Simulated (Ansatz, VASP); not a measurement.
# One calculation of SiC, two programs

```xyz
8
Lattice="3.0564 0.0000 0.0000 0.0000 5.0157 0.0000 0.0000 0.0000 19.5292" Properties=species:S:1:pos:R:3 pbc="T T T"
Si    0.0000    2.9341    8.2813
Si    1.5282    0.2955    8.7536
Si    1.5282    2.8033   10.7755
Si    0.0000    0.4263   11.2479
C     0.0000    4.6516    8.0859
C     1.5282    2.1502    8.8330
C     1.5282    4.6580   10.6962
C     0.0000    2.1438   11.4433
```

Alike in both runs: task single point; functional LDA; k mesh 8 × 5 × 1; occupations fermi-dirac, width 0.02 eV; no spin polarisation.

|  | VASP | Ansatz |
| --- | --- | --- |
| version | VASP 6.6.1 | Ansatz 0.2.0 |
| potentials or method | VASP PAW LDA potentials, release 64 (Si, C) | PAW with Ansatz's default frozen-core files, scalar-relativistic |
| plane-wave cutoff (eV) | 520 | 420 |
| valence electrons in the cell | 32 | 32 |

```csv
,VASP,Ansatz,Ansatz less VASP
gap on the k mesh at the Fermi level (eV),1.27,1.28,+0.017
rms of the force components (eV/Å),0.009,0.001,-0.0079
```

LDA's correlation is that of Perdew and Zunger in VASP and of Perdew and Wang (1992) in Ansatz. Ansatz's warnings: structure snapped to symmetry, xc potential rough in thin density.
